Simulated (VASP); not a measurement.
AgCl: single point with PBEsol

The system is AgCl.

```
CELL_PARAMETERS angstrom
1.83349 -5.44546 0.00000
1.83349 5.44546 0.00000
0.00000 0.00000 3.92404
ATOMIC_POSITIONS crystal
Ag 0.39656 0.60344 0.75000
Ag 0.60344 0.39656 0.25000
Cl 0.86545 0.13455 0.25000
Cl 0.13455 0.86545 0.75000
```

This cell differs from its parent crystal: equal xx and yy strain of -2 %.

```yaml
Program: VASP 6.6.1
Task: single point
Functional: PBEsol
Potentials_or_basis: VASP PAW PBE potentials, release 64 (Ag, Cl)
Cutoff: 520 eV
k_mesh: 9 × 9 × 8
Occupations: fermi-dirac, width 0.03 eV
Spin: no spin polarisation
Dipole_correction: no
Further_INCAR_settings: ALGO = Normal; EDIFF = 1e-07; NBANDS = 26
```

- Pressure: -1.0 GPa
- Largest force: 0.046 eV/Å
- Band gap on the k mesh: 0.34 eV (least direct gap 1.85 eV)

Forces in eV/Å, atoms in the order of the input:
```
Ag   0.000 -0.046  0.000
Ag   0.000  0.046  0.000
Cl   0.000 -0.005  0.000
Cl   0.000  0.005  0.000
```

Stress tensor (GPa, compression positive):
```
-0.87  0.00  0.00
 0.00 -0.85  0.00
 0.00  0.00 -1.41
```

Levels at points of the mesh, in eV from the valence-band top:
| k point | band 16 | band 17 | band 18 | band 19 | band 20 | band 21 |
| --- | --- | --- | --- | --- | --- | --- |
| (0.00, 0.00, 0.00) | -1.92 | -1.74 | -1.51 | 0.34 | 2.94 | 7.80 |
| (0.00, 0.00, 0.50) | -1.35 | -0.12 | -0.12 | 4.36 | 4.36 | 6.66 |

Wall time 2.7 min on 1 thread of Intel(R) Xeon(R) 6975P-C (Granite Rapids), with other jobs on the host, peak memory 0.38 GiB.

Caveat: the cell differs from its parent crystal (equal xx and yy strain of -2 %); semilocal functionals underestimate gaps, and a narrow one can read as zero; the PAW data sets were made with another functional, which shifts forces and pressure a little. A k mesh can miss the band edges.
